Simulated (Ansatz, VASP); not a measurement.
# BN in VASP and in Ansatz

File INCAR:

```
PREC     = Accurate       # precision mode
ENCUT    = 520            # plane-wave cutoff, eV
EDIFF    = 1E-7           # SCF threshold, eV
ISMEAR   = 0              # smearing method
SIGMA    = 0.05           # smearing width, eV
LREAL    = False          # projectors in reciprocal space
LASPH    = True           # aspherical terms in the spheres
NELM     = 100            # most SCF steps
ALGO     = Normal         # electronic algorithm
ISIF     = 2              # what is computed and relaxed
LWAVE    = False          # write WAVECAR
LCHARG   = False          # write CHGCAR
GGA      = PE             # functional
NBANDS   = 26             # bands
```

Contents of KPOINTS:

```
Automatic mesh
0
Gamma
  6 6 10
```

Contents of POSCAR:

```
BN
1.0
    4.3232000000      0.0000000000      0.0000000000
    0.0000000000      4.3232000000      0.0000000000
    0.0000000000      0.0000000000      2.2433000000
B N
4 4
Direct
    0.1742811368      0.8257188632      0.5000000000
    0.3257188632      0.3257188632      0.0000000000
    0.6742811368      0.6742811368      0.0000000000
    0.8257188632      0.1742811368      0.5000000000
    0.8126115048      0.8126115048      0.5000000000
    0.3126115048      0.6873884952      0.0000000000
    0.6873884952      0.3126115048      0.0000000000
    0.1873884952      0.1873884952      0.5000000000
```

Input for Ansatz:

```yaml
crystal:
  lattice:
    - [4.3232, 0.0, 0.0]
    - [0.0, 4.3232, 0.0]
    - [0.0, 0.0, 2.2433]
  atoms:
    - { symbol: B, position: [0.1742811368, 0.8257188632, 0.5] }
    - { symbol: B, position: [0.3257188632, 0.3257188632, 0.0] }
    - { symbol: B, position: [0.6742811368, 0.6742811368, 0.0] }
    - { symbol: B, position: [0.8257188632, 0.1742811368, 0.5] }
    - { symbol: "N", position: [0.8126115048, 0.8126115048, 0.5] }
    - { symbol: "N", position: [0.3126115048, 0.6873884952, 0.0] }
    - { symbol: "N", position: [0.6873884952, 0.3126115048, 0.0] }
    - { symbol: "N", position: [0.1873884952, 0.1873884952, 0.5] }
basis:
  ecutwfc: 520.0
kpoints:
  mp_grid: { grid: [6, 6, 10] }
hamiltonian:
  xc: pbe
  pseudopotentials: { kind: paw, azcp: { folder: soft_1 } }
scf:
  occupations: { method: gaussian, width: 0.05 }
output:
  forces: true
  stress: true
  eigenvalues: true
  write_density: true
  write_potential: true
  elf: true
  volumetric_format: npy
```

Alike in both runs: task single point; functional PBE; k mesh 6 × 6 × 10; occupations gaussian, width 0.05 eV; no spin polarisation.

|  | VASP | Ansatz |
| --- | --- | --- |
| version | VASP 6.6.1 | Ansatz 0.2.0 |
| potentials or method | VASP PAW PBE potentials, release 64 (B, N), cutoff 520 eV | scalar-relativistic, plane waves, PAW |
| valence electrons in the cell | 32 | 32 |

```csv
,VASP,Ansatz,Ansatz less VASP
gap on the k mesh at the Fermi level (eV),4.21,4.23,+0.021
least direct gap on the mesh (eV),6.00,6.02,+0.019
rms of the force components (eV/Å),0.903,0.894,-0.0096
```

Atom by atom the forces differ by 0.010 eV/Å (rms over components).
